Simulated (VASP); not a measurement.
Write the native input for VASP 6.6.1 that does the following.

* Task: relaxation of cell and atoms
* Functional: PBEsol
* Potentials or basis: VASP PAW PBE potentials, release 64 (Ti_sv, C)
* Cutoff: 600 eV
* k mesh: 14 × 14 × 14
* Occupations: gaussian, width 0.1 eV
* Spin: no spin polarisation
* Dipole correction: no
* Further INCAR settings: ALGO = Normal; EDIFF = 1e-06; IBRION = 2; EDIFFG = -0.002; NSW = 100; ISIF = 3

The structure of TiC (dsol) lies in POSCAR:

```
TiC
1.0
    0.0000000000      2.1657188400      2.1657188400
    2.1657188400      0.0000000000      2.1657188400
    2.1657188400      2.1657188400      0.0000000000
Ti C
1 1
Direct
    0.0000000000      0.0000000000      0.0000000000
    0.5000000000      0.5000000000      0.5000000000
```

One way to write it, as run:

INCAR

```
PREC = Accurate
ENCUT = 600
EDIFF = 1E-6
ISMEAR = 0
SIGMA = 0.1
LREAL = F
LASPH = T
NELM = 60
ALGO = Normal
ISIF = 3
LWAVE = F
LCHARG = F
GGA = PS
IBRION = 2
NSW = 100
EDIFFG = -0.002
```

KPOINTS

```
Automatic mesh
0
Gamma
  14 14 14
```

Potentials or basis: VASP PAW PBE potentials, release 64 (Ti_sv, C).

Run with:

```bash
$ cat potpaw_PBE.64/Ti_sv/POTCAR potpaw_PBE.64/C/POTCAR > POTCAR
$ mpirun -np 1 vasp_std > vasp.out
```

It gave:

| Quantity | Value |
| --- | --- |
| Relaxed volume | 9.90 Å³/atom |
| Relaxed cell | a = 3.037 Å, b = 3.037 Å, c = 3.037 Å, α = 60.00°, β = 60.00°, γ = 60.00° |
| Space group after relaxing (to 0.05 Å) | Fm-3m (No. 225) |
| Energy gained by relaxing | 5.5 meV/atom |
| Ionic steps | 3 |
| Pressure after relaxing | 0.0 GPa |
| Band gap on the k mesh | zero (band 8 reaches 10.28 eV, above the bottom of band 9 at 9.20 eV) |

Caveat: the PAW data sets were made with another functional, which shifts forces and pressure a little.

Wall time 23 s on 1 thread of Intel(R) Xeon(R) 6975P-C (Granite Rapids), with other jobs on the host, peak memory 0.16 GiB.
